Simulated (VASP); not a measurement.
Wanted: the native input for a VASP 6.6.1 run.

| Property | Result |
| --- | --- |
| Task | single point |
| Functional | PBEsol |
| Potentials or basis | VASP PAW PBE potentials, release 64 (Be, C) |
| Cutoff | 600 eV |
| k mesh | 8 × 8 × 8 |
| Occupations | gaussian, width 0.01 eV |
| Spin | no spin polarisation |
| Dipole correction | no |
| Further INCAR settings | ALGO = Normal; EDIFF = 1e-06; NBANDS = 11 |

The structure of Be2C lies in POSCAR:

```
Be2C
1.0
    0.0000000000      2.1090475238      2.1090475238
    2.1090475238      0.0000000000      2.1090475238
    2.1090475238      2.1090475238      0.0000000000
Be C
2 1
Direct
    0.2500000000      0.2500000000      0.2500000000
    0.7500000000      0.7500000000      0.7500000000
    0.0000000000      0.0000000000      0.0000000000
```

One way to write it, as run:

INCAR

```
PREC = Accurate
ENCUT = 600
EDIFF = 1E-6
ISMEAR = 0
SIGMA = 0.01
LREAL = F
LASPH = T
NELM = 120
ALGO = Normal
ISIF = 2
LWAVE = F
LCHARG = F
GGA = PS
NBANDS = 11
GGA_COMPAT = F
```

KPOINTS

```
Automatic mesh
0
Gamma
  8 8 8
```

Potentials or basis: VASP PAW PBE potentials, release 64 (Be, C).

Command:

```sh
$ cat potpaw_PBE.64/Be/POTCAR potpaw_PBE.64/C/POTCAR > POTCAR
$ mpirun -np 1 vasp_std > vasp.out
```

It gave:

```yaml
Pressure: 15.7 GPa
Band_gap_on_the_k_mesh: 1.09 eV, indirect (least direct gap 4.22 eV)
```

Caveat: the PAW data sets were made with another functional, which shifts forces and pressure a little.

Wall time 4 s on 1 thread of Intel(R) Xeon(R) Platinum 8375C CPU @ 2.90GHz (Ice Lake) (shared host), peak memory 0.13 GiB.
